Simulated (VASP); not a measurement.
# W (Fm-3m) in VASP: a series of runs

Runs on W. Level: LDA. Tasks: electric field gradients.

Everything below comes from runs of VASP 6.6.1. Logs are shortened: lines on timing, memory, paths and dates and some standing lists are left out, and cuts for length are marked.

## 1. The cell of the first run

It takes space group Fm-3m (No. 225, cubic). Conventional cell: a = 4.127 Å, b = 4.127 Å, c = 4.127 Å, α = 90.00°, β = 90.00°, γ = 90.00°. Within 3.8 Å of W (site symmetry m-3m) lie 12 W at 2.92 Å.

## 2. Electric field gradients, LDA (volume scaled by 1.05)

INCAR

```
SYSTEM = W
  PREC = Accurate
  ENCUT = 520
  EDIFF = 1E-8
  ISMEAR = -1
  SIGMA = 0.05
  LREAL = .FALSE.
  LASPH = .TRUE.
  NELM = 60
  ALGO = Normal
  ISIF = 2
  LWAVE = .FALSE.
  LCHARG = .FALSE.
  GGA = CA
  LEFG = .TRUE.
  NBANDS = 13
```

KPOINTS

```
regular mesh
0
G
  14 14 14
  0 0 0
```

POSCAR

```
W
1.0
    0.0000000000      2.0632846043      2.0632846043
    2.0632846043      0.0000000000      2.0632846043
    2.0632846043      2.0632846043      0.0000000000
W
1
Direct
    0.0000000000      0.0000000000      0.0000000000
```

Potentials or basis: VASP PAW LDA potentials, release 64 (W_sv).

Run with:

```bash
cat potpaw_LDA.64/W_sv/POTCAR > POTCAR
mpirun -np 1 vasp_std > vasp.out
```

OUTCAR:

```text
SYSTEM = W
   PREC = Accurate
   ENCUT = 520
   EDIFF = 1E-8
   ISMEAR = -1
   LREAL = .FALSE.
   LASPH = .TRUE.
   NELM = 60
   ISIF = 2
   GGA = CA

 ion  position               nearest neighbor table
   1  0.000  0.000  0.000-

  LATTYP: Found a face centered cubic cell.
 ALAT       =     4.1265692086

  Lattice vectors:

 A1 = (   0.0000000000,   2.0632846043,   2.0632846043)
 A2 = (   2.0632846043,   0.0000000000,   2.0632846043)
 A3 = (   2.0632846043,   2.0632846043,   0.0000000000)

Analysis of symmetry for initial positions (statically):
=====================================================================
 Subroutine PRICEL returns:
 Original cell was already a primitive cell.

 Routine SETGRP: Setting up the symmetry group for a
 face centered cubic supercell.

 Subroutine GETGRP returns: Found 48 space group operations
 (whereof 48 operations were pure point group operations)
 out of a pool of 48 trial point group operations.

The static configuration has the point symmetry O_h .

Analysis of symmetry for dynamics (positions and initial velocities):
=====================================================================
 Subroutine PRICEL returns:
 Original cell was already a primitive cell.

 Routine SETGRP: Setting up the symmetry group for a
 face centered cubic supercell.

 Subroutine GETGRP returns: Found 48 space group operations
 (whereof 48 operations were pure point group operations)
 out of a pool of 48 trial point group operations.

The dynamic configuration has the point symmetry O_h .

 Subroutine INISYM returns: Found 48 space group operations
 (whereof 48 operations are pure point group operations),
 and found     1 'primitive' translations

----------------------------------------------------------------------------------------

                                     Primitive cell

  volume of cell :      17.5674

  direct lattice vectors                    reciprocal lattice vectors
     0.000000000  2.063284604  2.063284604    -0.242332056  0.242332056  0.242332056
     2.063284604  0.000000000  2.063284604     0.242332056 -0.242332056  0.242332056
     2.063284604  2.063284604  0.000000000     0.242332056  0.242332056 -0.242332056

  length of vectors
     2.917925070  2.917925070  2.917925070     0.419731433  0.419731433  0.419731433

  position of ions in fractional coordinates (direct lattice)
     0.000000000  0.000000000  0.000000000

  ion indices of the primitive-cell ions
   primitive index   ion index
                 1           1

----------------------------------------------------------------------------------------

 KPOINTS: regular mesh

Automatic generation of k-mesh.
 Grid dimensions read from file:
 generate k-points for:   14   14   14

 Generating k-lattice:

  Cartesian coordinates                     Fractional coordinates (reciprocal lattice)
    -0.017309433  0.017309433  0.017309433     0.071428571  0.000000000  0.000000000
     0.017309433 -0.017309433  0.017309433     0.000000000  0.071428571  0.000000000
     0.017309433  0.017309433 -0.017309433     0.000000000  0.000000000  0.071428571

  Length of vectors
     0.029980817  0.029980817  0.029980817

  Shift w.r.t. Gamma in fractional coordinates (k-lattice)
     0.000000000  0.000000000  0.000000000

 Subroutine IBZKPT returns following result:
 ===========================================

 Found    104 irreducible k-points:

 Following reciprocal coordinates:
            Coordinates               Weight
  0.000000  0.000000  0.000000      1.000000
  0.071429  0.000000  0.000000      8.000000
  0.142857  0.000000  0.000000      8.000000
  0.214286  0.000000  0.000000      8.000000
  0.285714  0.000000  0.000000      8.000000
  0.357143  0.000000  0.000000      8.000000
[... 16 lines left out ...]
  0.214286  0.142857  0.000000     24.000000
  0.285714  0.142857  0.000000     24.000000
 [... further k-points ...]
   k-points           NKPTS =    104   k-points in BZ     NKDIM =    104   number of bands    NBANDS=     13
   number of dos      NEDOS =    301   number of ions     NIONS =      1
   total plane-waves  NPLWV =  13824
   dimension x,y,z NGX =    24 NGY =   24 NGZ =   24
   dimension x,y,z NGXF=    48 NGYF=   48 NGZF=   48
   ions per type =               1
   NGX,Y,Z   is equivalent  to a cutoff of  13.67, 13.67, 13.67 a.u.
   NGXF,Y,Z  is equivalent  to a cutoff of  27.35, 27.35, 27.35 a.u.
 SYSTEM =  W
   PREC   = accura    normal or accurate (medium, high low for compatibility)
   ISTART =      0    job   : 0-new  1-cont  2-samecut
   ICHARG =      2    charge: 1-file 2-atom 10-const
   ISPIN  =      1    spin polarized calculation?
   LNONCOLLINEAR =      F non collinear calculations
   LSORBIT =      F    spin-orbit coupling
   LASPH  =      T    aspherical Exc in radial PAW
   ENCUT  =  520.0 eV  38.22 Ry    6.18 a.u.   5.43  5.43  5.43*2*pi/ulx,y,z
   NELM   =     60;   NELMIN=  2; NELMDL= -5     # of ELM steps
   EDIFF  = 0.1E-07   stopping-criterion for ELM
   LREAL  =      F    real-space projection
   EDIFFG = 0.1E-06   stopping-criterion for IOM
   NSW    =      0    number of steps for IOM
   IBRION =     -1    ionic relax: 0-MD 1-quasi-New 2-CG
   NFREE  =      0    steps in history (QN), initial steepest desc. (CG)
   ISIF   =      2    stress and relaxation
   ISYM   =      2    0-nonsym 1-usesym 2-fastsym
   POTIM  = 0.5000    time-step for ionic-motion
   TEBEG  =    0.0;   TEEND  =   0.0 temperature during run
   PSTRESS=    0.0 pullay stress
   NELECT =      14.0000    total number of electrons
   NUPDOWN=      -1.0000    fix difference up-down
   EMIN   =  10.00;   EMAX   =-10.00  energy-range for DOS
   EFERMI =   0.00;   METHOD = LEGACY
   ISMEAR =    -1;   SIGMA  =   0.05  broadening in eV -4-tet -1-fermi 0-gaus
   EFERMI_NEDOS =   21; number of points for ismear=-14 and -15
   IALGO  =     38    algorithm
   IMIX   =      4    mixing-type and parameters
     AMIX     =   0.40;   BMIX     =  1.00
     AMIX_MAG =   1.60;   BMIX_MAG =  1.00
  volume/ion in A,a.u.               =      17.57       118.55
  Fermi-wavevector in a.u.,A,eV,Ry     =   1.517802  2.868229 31.344041  2.303722
  Thomas-Fermi vector in A             =   2.627008
   LORBIT       =      0    0 simple, 1 ext, 2 COOP (PROOUT), +10 PAW based schemes
   GGA     = CA    functional components
   LHFCALC =     F    Hartree Fock is set to
   AEXX    =    0.0000 exact exchange contribution
   IVDW    =     0    specifies the selected vdW correction
   LEPSILON=     F    determine dielectric tensor
   LRPA    =     F    only Hartree local field effects (RPA)
 non-spin polarized calculation
  energy-cutoff  :      520.00
  volume of cell :       17.57
 maximum number of plane-waves:       495
 NGX is ok and might be reduce to    24
   NGX = 11   NGY = 11   NGZ = 11

 number of electron      13.9999998 magnetization

 Free energy of the ion-electron system (eV)
  ---------------------------------------------------
  ext. energy  EPLUGINS =         0.00000000
  ---------------------------------------------------
  free energy    TOTEN  =       -13.45182595 eV

  energy without entropy =      -13.44064487  energy(sigma->0) =      -13.44623541

 E-fermi :   9.4147     XC(G=0): -13.2523

 val. band max:        9.4097346945   @ k =   0.2143   0.0714   0.0000
 cond. band min:       9.4252603505   @ k =  -0.1429   0.0714   0.0000
 fundamental gap:      0.0155256560
 Fermi energy:         9.4146589231

 k-point     1 :       0.0000    0.0000    0.0000
  band No.  band energies     occupation
      1     -63.9250      2.00000
      2     -27.8793      2.00000
      3     -27.8793      2.00000
      4     -27.8793      2.00000
      5       0.8855      2.00000
      6       8.9241      1.99989
      7       8.9241      1.99989
      8       8.9241      1.99989
      9      11.7186      0.00000
     10      11.7186      0.00000
     11      22.2218      0.00000
     12      27.0399      0.00000
     13      27.0399      0.00000
[... 353 lines left out ...]
 k-point    24 :       0.2857    0.1429    0.0000
  band No.  band energies     occupation
      1     -63.8775      2.00000
      2     -28.3481      2.00000
      3     -28.0076      2.00000
      4     -27.9979      2.00000
      5       3.4531      2.00000
      6       7.3582      2.00000
      7       9.1149      1.99503
      8       9.9830      0.00002
      9      11.2315      0.00000
     10      12.6871      0.00000
     11      23.6377      0.00000
     12      26.3839      0.00000
     13      28.3491      0.00000

 [... further k-points ...]

------------------------ aborting loop because EDIFF is reached ----------------------------------------

  FORCE on cell =-STRESS in cart. coord.  units (eV):
  Direction    XX          YY          ZZ          XY          YZ          ZX
  --------------------------------------------------------------------------------------
  -------------------------------------------------------------------------------------
  Total       -2.9656119     -2.9656119     -2.9656119     -0.0000000      0.0000000     -0.0000000
  in kB     -270.4689947   -270.4689947   -270.4689947     -0.0000000      0.0000000     -0.0000000
  external PRESSURE =    -270.4689947 kB  Pullay stress =       0.0000000 kB

 VOLUME and BASIS-vectors are now :
 -----------------------------------------------------------------------------
  energy-cutoff  :      520.00
  volume of cell :       17.57
      direct lattice vectors                 reciprocal lattice vectors
     0.000000000  2.063284604  2.063284604    -0.242332056  0.242332056  0.242332056
     2.063284604  0.000000000  2.063284604     0.242332056 -0.242332056  0.242332056
     2.063284604  2.063284604  0.000000000     0.242332056  0.242332056 -0.242332056

 POSITION                                       TOTAL-FORCE (eV/Angst)
 -----------------------------------------------------------------------------------
      0.00000      0.00000      0.00000         0.000000     -0.000000     -0.000000
 -----------------------------------------------------------------------------------
    total drift:                                0.000000     -0.000000     -0.000000

  FREE ENERGIE OF THE ION-ELECTRON SYSTEM (eV)
  ---------------------------------------------------
  free  energy   TOTEN  =       -13.4518259451 eV

  energy  without entropy=      -13.4406448663  energy(sigma->0) =      -13.44623541

 Electric field gradients (V/A^2)
---------------------------------------------------------------------
 ion       V_xx      V_yy      V_zz      V_xy      V_xz      V_yz
---------------------------------------------------------------------
   1       0.000    -0.000    -0.000    -0.000    -0.000    -0.000
---------------------------------------------------------------------

 Electric field gradients after diagonalization (V/A^2)
 (convention: |V_zz| > |V_xx| > |V_yy|)
----------------------------------------------------------------------
 ion       V_xx      V_yy      V_zz     asymmetry (V_yy - V_xx)/ V_zz
----------------------------------------------------------------------
   1       0.000     0.000    -0.001       0.000
----------------------------------------------------------------------

           NMR quadrupolar parameters

 Cq : quadrupolar parameter    Cq=e*Q*V_zz/h
 eta: asymmetry parameters     (V_yy - V_xx)/ V_zz
 Q  : nuclear electric quadrupole moment in mb (millibarn)
----------------------------------------------------------------------
 ion       Cq(MHz)       eta       Q (mb)
----------------------------------------------------------------------
   1      -0.000       0.000       1.000
----------------------------------------------------------------------
```

Run time: 12 s. Hardware: 1 thread of Intel Xeon Platinum 8488C (Sapphire Rapids), shared host; peak memory 0.14 GiB.

Results:

```yaml
Free_energy: -13.4518 eV
Pressure: -27.0 GPa
Band_gap_on_the_k_mesh: zero (band 7 reaches 12.28 eV, above the bottom of band 8 at 8.92 eV)
```

Levels at points of the mesh, in eV from the Fermi level:
```csv
k point,band 3,band 4,band 5,band 6,band 7,band 8,band 9,band 10,band 11,band 12
"(0.00, 0.00, 0.00)",-37.29,-37.29,-8.53,-0.49,-0.49,-0.49,2.30,2.30,12.81,17.63
"(0.50, 0.00, 0.00)",-37.42,-37.42,-5.20,-0.69,-0.69,0.63,4.56,4.56,9.32,12.42
"(0.50, 0.50, 0.00)",-37.63,-37.63,-5.00,-4.09,2.86,4.50,5.23,5.23,11.26,11.26
```

Caveat: without QUAD_EFG the Cq values of the log hold for a quadrupole moment of 1 mb, not for the nuclei; spin-orbit coupling is left out, which moves the levels of the heavy elements.

(Part 1 of 2 ends here.)
